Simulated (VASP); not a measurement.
# CoSi3 (Fm-3m) in VASP: further runs, part 3 of 3

VASP 6.6.1. Earlier steps stand in the parts before.

**4. Single point, PBEsol, collinear spin, ferromagnetic start**

This run uses another cell than the first one, of 13.92 Å³/atom, 0.862 times its volume.

File INCAR:

```
PREC = Accurate
ENCUT = 520
EDIFF = 1E-6
ISMEAR = 0
SIGMA = 0.1
LREAL = F
LASPH = T
NELM = 150
ALGO = Normal
ISIF = 2
LWAVE = F
LCHARG = F
ISPIN = 2
MAGMOM = 0 0 0 2
LORBIT = 11
LMAXMIX = 4
GGA = PS
NBANDS = 22
```

File KPOINTS:

```
Automatic mesh
0
Gamma
  12 12 12
```

File POSCAR:

```
CoSi3
1.0
    0.0000000000      3.0310955410      3.0310955410
    3.0310955410      0.0000000000      3.0310955410
    3.0310955410      3.0310955410      0.0000000000
Si Co
3 1
Direct
    0.2500000000      0.2500000000      0.2500000000
    0.7500000000      0.7500000000      0.7500000000
    0.5000000000      0.5000000000      0.5000000000
    0.0000000000      0.0000000000      0.0000000000
```

Potentials or basis: VASP PAW PBE potentials, release 64 (Si, Co).

On the command line:

```sh
> cat potpaw_PBE.64/Si/POTCAR potpaw_PBE.64/Co/POTCAR > POTCAR
> mpirun -np 1 vasp_std > vasp.out
```

OUTCAR:

```text
PREC = Accurate
   ENCUT = 520
   EDIFF = 1E-6
   ISMEAR = 0
   LREAL = F
   LASPH = T
   NELM = 150
   ISIF = 2
   ISPIN = 2
   LORBIT = 11
   GGA = PS

 ion  position               nearest neighbor table
   1  0.250  0.250  0.250-   4 2.63   4 2.63   4 2.63   3 2.63   4 2.63   3 2.63   3 2.63   3 2.63
                             2 3.03   2 3.03   2 3.03   2 3.03   2 3.03   2 3.03
   2  0.750  0.750  0.750-   3 2.63   3 2.63   3 2.63   3 2.63   4 2.63   4 2.63   4 2.63   4 2.63
                             1 3.03   1 3.03   1 3.03   1 3.03   1 3.03   1 3.03
   3  0.500  0.500  0.500-   1 2.63   1 2.63   1 2.63   1 2.63   2 2.63   2 2.63   2 2.63   2 2.63
                             4 3.03   4 3.03   4 3.03   4 3.03   4 3.03   4 3.03
   4  0.000  0.000  0.000-   2 2.63   2 2.63   2 2.63   1 2.63   2 2.63   1 2.63   1 2.63   1 2.63
                             3 3.03   3 3.03   3 3.03   3 3.03   3 3.03   3 3.03

  LATTYP: Found a face centered cubic cell.
 ALAT       =     6.0621910820

  Lattice vectors:

 A1 = (   0.0000000000,   3.0310955410,   3.0310955410)
 A2 = (   3.0310955410,   0.0000000000,   3.0310955410)
 A3 = (   3.0310955410,   3.0310955410,   0.0000000000)

Analysis of symmetry for initial positions (statically):
=====================================================================
 Subroutine PRICEL returns:
 Original cell was already a primitive cell.

 Routine SETGRP: Setting up the symmetry group for a
 face centered cubic supercell.

 Subroutine GETGRP returns: Found 48 space group operations
 (whereof 48 operations were pure point group operations)
 out of a pool of 48 trial point group operations.

The static configuration has the point symmetry O_h .

Analysis of symmetry for dynamics (positions and initial velocities):
=====================================================================
 Subroutine PRICEL returns:
 Original cell was already a primitive cell.

 Routine SETGRP: Setting up the symmetry group for a
 face centered cubic supercell.

 Subroutine GETGRP returns: Found 48 space group operations
 (whereof 48 operations were pure point group operations)
 out of a pool of 48 trial point group operations.

The dynamic configuration has the point symmetry O_h .

Analysis of structural, dynamic, and magnetic symmetry:
=====================================================================
 Subroutine PRICEL returns:
 Original cell was already a primitive cell.

 Routine SETGRP: Setting up the symmetry group for a
 face centered cubic supercell.

 Subroutine GETGRP returns: Found 48 space group operations
 (whereof 48 operations were pure point group operations)
 out of a pool of 48 trial point group operations.

The overall configuration has the point symmetry O_h .

 Subroutine INISYM returns: Found 48 space group operations
 (whereof 48 operations are pure point group operations),
 and found     1 'primitive' translations

----------------------------------------------------------------------------------------

                                     Primitive cell

  volume of cell :      55.6966

  direct lattice vectors                    reciprocal lattice vectors
     0.000000000  3.031095541  3.031095541    -0.164956859  0.164956859  0.164956859
     3.031095541  0.000000000  3.031095541     0.164956859 -0.164956859  0.164956859
     3.031095541  3.031095541  0.000000000     0.164956859  0.164956859 -0.164956859

  length of vectors
     4.286616423  4.286616423  4.286616423     0.285713661  0.285713661  0.285713661

  position of ions in fractional coordinates (direct lattice)
[... 83 lines left out ...]
   EDIFF  = 0.1E-05   stopping-criterion for ELM
   LREAL  =      F    real-space projection
   EDIFFG = 0.1E-04   stopping-criterion for IOM
   NSW    =      0    number of steps for IOM
   IBRION =     -1    ionic relax: 0-MD 1-quasi-New 2-CG
   NFREE  =      0    steps in history (QN), initial steepest desc. (CG)
   ISIF   =      2    stress and relaxation
   ISYM   =      2    0-nonsym 1-usesym 2-fastsym
   POTIM  = 0.5000    time-step for ionic-motion
   TEBEG  =    0.0;   TEEND  =   0.0 temperature during run
   PSTRESS=    0.0 pullay stress
   NELECT =      21.0000    total number of electrons
   NUPDOWN=      -1.0000    fix difference up-down
   EMIN   =  10.00;   EMAX   =-10.00  energy-range for DOS
   EFERMI =   0.00;   METHOD = LEGACY
   ISMEAR =     0;   SIGMA  =   0.10  broadening in eV -4-tet -1-fermi 0-gaus
   EFERMI_NEDOS =   21; number of points for ismear=-14 and -15
   IALGO  =     38    algorithm
   IMIX   =      4    mixing-type and parameters
     AMIX     =   0.40;   BMIX     =  1.00
     AMIX_MAG =   1.60;   BMIX_MAG =  1.00
  volume/ion in A,a.u.               =      13.92        93.96
  Fermi-wavevector in a.u.,A,eV,Ry     =   1.182692  2.234964 19.031288  1.398760
  Thomas-Fermi vector in A             =   2.318941
   LORBIT       =     11    0 simple, 1 ext, 2 COOP (PROOUT), +10 PAW based schemes
   GGA     = PS    functional components
   LHFCALC =     F    Hartree Fock is set to
   AEXX    =    0.0000 exact exchange contribution
   IVDW    =     0    specifies the selected vdW correction
   LEPSILON=     F    determine dielectric tensor
   LRPA    =     F    only Hartree local field effects (RPA)
 spin polarized calculation
 Gauss-broadening in eV      SIGMA  =   0.10
  energy-cutoff  :      520.00
  volume of cell :       55.70
 maximum number of plane-waves:      1524
   NGX = 15   NGY = 15   NGZ = 15

 number of electron      21.0000006 magnetization      -0.0013595

 number of electron      21.0000006 magnetization       0.0022157

 Free energy of the ion-electron system (eV)
  ---------------------------------------------------
  ext. energy  EPLUGINS =         0.00000000
  ---------------------------------------------------
  free energy    TOTEN  =       -24.03517704 eV

  energy without entropy =      -24.02137607  energy(sigma->0) =      -24.02827656

 E-fermi :   9.7537     XC(G=0): -11.5983

 val. band max:        9.7530490990   @ k =  -0.3333   0.0833   0.0000
 cond. band min:       9.7538877217   @ k =  -0.4167   0.4167   0.0000
 fundamental gap:      0.0008386227
 Fermi energy:         9.7536668547

 spin component 1

 k-point     1 :       0.0000    0.0000    0.0000
  band No.  band energies     occupation
      1      -3.8125      1.00000
      2       5.8713      1.00000
      3       5.8713      1.00000
      4       5.8713      1.00000
      5       6.6269      1.00000
      6       7.8077      1.00000
[... 589 lines left out ...]
     21      20.7862      0.00000
     22      21.7253      0.00000

 [... further k-points ...]

 spin component 2

 k-point     1 :       0.0000    0.0000    0.0000
  band No.  band energies     occupation
      1      -3.8126      1.00000
      2       5.8720      1.00000
      3       5.8720      1.00000
      4       5.8720      1.00000
      5       6.6268      1.00000
      6       7.8077      1.00000
[... 589 lines left out ...]
     21      20.7862      0.00000
     22      21.7252      0.00000

 [... further k-points ...]
[... 5 lines left out ...]
  --------------------------------------------------------------------------------------
  -------------------------------------------------------------------------------------
  Total       -4.4120247     -4.4120247     -4.4120247     -0.0000000      0.0000000     -0.0000000
  in kB     -126.9169549   -126.9169549   -126.9169549     -0.0000000      0.0000000     -0.0000000
  external PRESSURE =    -126.9169549 kB  Pullay stress =       0.0000000 kB

 VOLUME and BASIS-vectors are now :
 -----------------------------------------------------------------------------
  energy-cutoff  :      520.00
  volume of cell :       55.70
      direct lattice vectors                 reciprocal lattice vectors
     0.000000000  3.031095541  3.031095541    -0.164956859  0.164956859  0.164956859
     3.031095541  0.000000000  3.031095541     0.164956859 -0.164956859  0.164956859
     3.031095541  3.031095541  0.000000000     0.164956859  0.164956859 -0.164956859

 POSITION                                       TOTAL-FORCE (eV/Angst)
 -----------------------------------------------------------------------------------
      1.51555      1.51555      1.51555         0.000000      0.000000     -0.000000
      4.54664      4.54664      4.54664        -0.000000     -0.000000      0.000000
      3.03110      3.03110      3.03110        -0.000000      0.000000      0.000000
      0.00000      0.00000      0.00000        -0.000000      0.000000      0.000000
 -----------------------------------------------------------------------------------
    total drift:                                0.000000     -0.000000      0.000000

  FREE ENERGIE OF THE ION-ELECTRON SYSTEM (eV)
  ---------------------------------------------------
  free  energy   TOTEN  =       -24.0351770380 eV

  energy  without entropy=      -24.0213760731  energy(sigma->0) =      -24.02827656

 total charge

# of ion       s       p       d       tot
------------------------------------------
    1        0.828   0.702   0.000   1.530
    2        0.828   0.702   0.000   1.530
    3        0.861   0.678   0.000   1.540
    4        0.382   0.386   7.389   8.157
--------------------------------------------------
tot          2.899   2.468   7.389  12.756

 magnetization (x)

# of ion       s       p       d       tot
------------------------------------------
    1        0.000  -0.000   0.000   0.000
    2        0.000  -0.000   0.000   0.000
    3       -0.000   0.000   0.000   0.000
    4       -0.000  -0.000   0.002   0.002
--------------------------------------------------
tot          0.000  -0.000   0.002   0.002
```

OSZICAR:

```text
N       E                     dE             d eps       ncg     rms          rms(c)
DAV:   1     0.745194334097E+02    0.74519E+02   -0.81091E+03  6352   0.869E+02
DAV:   2    -0.211200379296E+02   -0.95639E+02   -0.88244E+02  6806   0.190E+02
DAV:   3    -0.265007769512E+02   -0.53807E+01   -0.51991E+01  7992   0.460E+01
[... 14 lines left out ...]
DAV:  18    -0.240351479114E+02   -0.36475E-04   -0.57761E-04  7292   0.227E-01    0.228E-02
DAV:  19    -0.240351634312E+02   -0.15520E-04   -0.31776E-04  9634   0.154E-01    0.140E-02
DAV:  20    -0.240351721976E+02   -0.87664E-05   -0.72349E-04  7348   0.249E-01    0.726E-03
DAV:  21    -0.240351766918E+02   -0.44942E-05   -0.18977E-04  9952   0.114E-01    0.680E-03
DAV:  22    -0.240351770953E+02   -0.40353E-06   -0.27367E-05  8444   0.453E-02    0.416E-03
DAV:  23    -0.240351770380E+02    0.57312E-07   -0.97710E-06  5808   0.296E-02
   1 F= -.24035177E+02 E0= -.24028277E+02  d E =-.138010E-01  mag=     0.0036
```

Run time: 3.2 min. Hardware: 1 thread of Intel Xeon Platinum 8259CL at 2.50GHz (Skylake/Cascade Lake), shared host; peak memory 0.29 GiB.

What came out:

```yaml
Free_energy: -24.0352 eV
Pressure: -12.7 GPa
Net_moment: 0.00 μB per cell
Valence_electrons_inside_the_program's_atomic_spheres: Si 1.53, 1.54; Co 8.16
```

Levels at points of the mesh, in eV from the Fermi level:
Spin up:
```
           k point  band 7  band 8  band 9  band 10  band 11  band 12  band 13  band 14  band 15  band 16
(0.00, 0.00, 0.00)   -1.95   -1.95   -1.82    -1.82    -0.89     0.95     0.95     0.95     2.05     2.05
(0.50, 0.00, 0.00)   -2.04   -2.04   -1.66    -1.66     0.10     0.10     1.01     4.63     5.30     5.42
(0.50, 0.50, 0.00)   -1.67   -1.67   -1.39    -0.69    -0.10     4.14     4.14     5.23     5.23     5.56
```
Spin down:
```csv
k point,band 8,band 9,band 10,band 11,band 12,band 13,band 14,band 15
"(0.00, 0.00, 0.00)",-1.95,-1.82,-1.82,-0.89,0.95,0.95,0.95,2.05
"(0.50, 0.00, 0.00)",-2.04,-1.66,-1.66,0.11,0.11,1.02,4.63,5.30
"(0.50, 0.50, 0.00)",-1.67,-1.39,-0.69,-0.10,4.14,4.14,5.23,5.23
```

Caveat: the starting moments collapsed, and a magnetic state may lie lower; the PAW data sets were made with another functional, which shifts forces and pressure a little.

**5. Single point, PBEsol, collinear spin, ferromagnetic start**

This run uses another cell than the first one, of 14.92 Å³/atom, 0.923 times its volume.

File INCAR:

```
SYSTEM = CoSi3
  ALGO = Normal
  EDIFF = 1E-6
  ENCUT = 520
  GGA = PS
  ISIF = 2
  ISMEAR = 0
  ISPIN = 2
  LASPH = .True.
  LCHARG = .False.
  LMAXMIX = 4
  LORBIT = 11
  LREAL = .False.
  LWAVE = .False.
  MAGMOM = 0 0 0 2
  NBANDS = 22
  NELM = 150
  PREC = Accurate
  SIGMA = 0.1
```

File KPOINTS:

```
k-points
0
Gamma
  12 12 12
  0 0 0
```

File POSCAR:

```
CoSi3
1.0
    0.0000000000      3.1016112753      3.1016112753
    3.1016112753      0.0000000000      3.1016112753
    3.1016112753      3.1016112753      0.0000000000
Si Co
3 1
Direct
    0.2500000000      0.2500000000      0.2500000000
    0.7500000000      0.7500000000      0.7500000000
    0.5000000000      0.5000000000      0.5000000000
    0.0000000000      0.0000000000      0.0000000000
```

Potentials or basis: VASP PAW PBE potentials, release 64 (Si, Co).

On the command line:

```sh
> cat potpaw_PBE.64/Si/POTCAR potpaw_PBE.64/Co/POTCAR > POTCAR
> mpirun -np 1 vasp_std > vasp.out
```

OUTCAR:

```text
SYSTEM = CoSi3
   EDIFF = 1E-6
   ENCUT = 520
   GGA = PS
   ISIF = 2
   ISMEAR = 0
   ISPIN = 2
   LASPH = .True.
   LORBIT = 11
   LREAL = .False.
   NELM = 150
   PREC = Accurate

 ion  position               nearest neighbor table
   1  0.250  0.250  0.250-   4 2.69   4 2.69   4 2.69   3 2.69   4 2.69   3 2.69   3 2.69   3 2.69
                             2 3.10   2 3.10   2 3.10   2 3.10   2 3.10   2 3.10
   2  0.750  0.750  0.750-   3 2.69   3 2.69   3 2.69   3 2.69   4 2.69   4 2.69   4 2.69   4 2.69
                             1 3.10   1 3.10   1 3.10   1 3.10   1 3.10   1 3.10
   3  0.500  0.500  0.500-   1 2.69   1 2.69   1 2.69   1 2.69   2 2.69   2 2.69   2 2.69   2 2.69
[... 1440 lines left out ...]
     3.101611275  3.101611275  0.000000000     0.161206533  0.161206533 -0.161206533

 POSITION                                       TOTAL-FORCE (eV/Angst)
 -----------------------------------------------------------------------------------
      1.55081      1.55081      1.55081         0.000000      0.000000      0.000000
      4.65242      4.65242      4.65242        -0.000000     -0.000000     -0.000000
      3.10161      3.10161      3.10161         0.000000      0.000000      0.000000
      0.00000      0.00000      0.00000         0.000000      0.000000      0.000000
 -----------------------------------------------------------------------------------
    total drift:                               -0.000000      0.000000      0.000000

  FREE ENERGIE OF THE ION-ELECTRON SYSTEM (eV)
  ---------------------------------------------------
  free  energy   TOTEN  =       -23.6545937313 eV

  energy  without entropy=      -23.6416344674  energy(sigma->0) =      -23.64811410

 total charge

# of ion       s       p       d       tot
------------------------------------------
    1        0.836   0.671   0.000   1.507
    2        0.836   0.671   0.000   1.507
    3        0.871   0.645   0.000   1.516
    4        0.362   0.337   7.359   8.058
--------------------------------------------------
tot          2.904   2.324   7.359  12.588

 magnetization (x)

# of ion       s       p       d       tot
------------------------------------------
    1        0.000  -0.000   0.000   0.000
    2        0.000  -0.000   0.000   0.000
    3       -0.000   0.000   0.000   0.000
    4       -0.000  -0.000   0.001   0.001
--------------------------------------------------
tot          0.000  -0.000   0.001   0.001
```

stdout:

```text
POSCAR found type information on POSCAR SiCo
 POSCAR found :  2 types and       4 ions
 scaLAPACK will be used
 -----------------------------------------------------------------------------
|                                                                             |
|                                                                             |
|     You enforced a specific xc type in the INCAR file but a different       |
|     I HOPE YOU KNOW WHAT YOU ARE DOING!                                     |
|                                                                             |
 -----------------------------------------------------------------------------

 LDA part: xc-table for (Slater+PW92), standard interpolation
 POSCAR, INCAR and KPOINTS ok, starting setup
 FFT: planning ... GRIDC
 FFT: planning ... GRID_SOFT
 FFT: planning ... GRID
 WAVECAR not read
 entering main loop
```

Run time: 5 min. Hardware: 1 thread of Intel Xeon Platinum 8259CL at 2.50GHz (Skylake/Cascade Lake), shared host; peak memory 0.33 GiB.

Results:

```yaml
Free_energy: -23.6546 eV
Pressure: -17.6 GPa
Net_moment: 0.00 μB per cell
Valence_electrons_inside_the_program's_atomic_spheres: Si 1.51, 1.52; Co 8.06
```

Caveat: the starting moments collapsed, and a magnetic state may lie lower; the PAW data sets were made with another functional, which shifts forces and pressure a little.
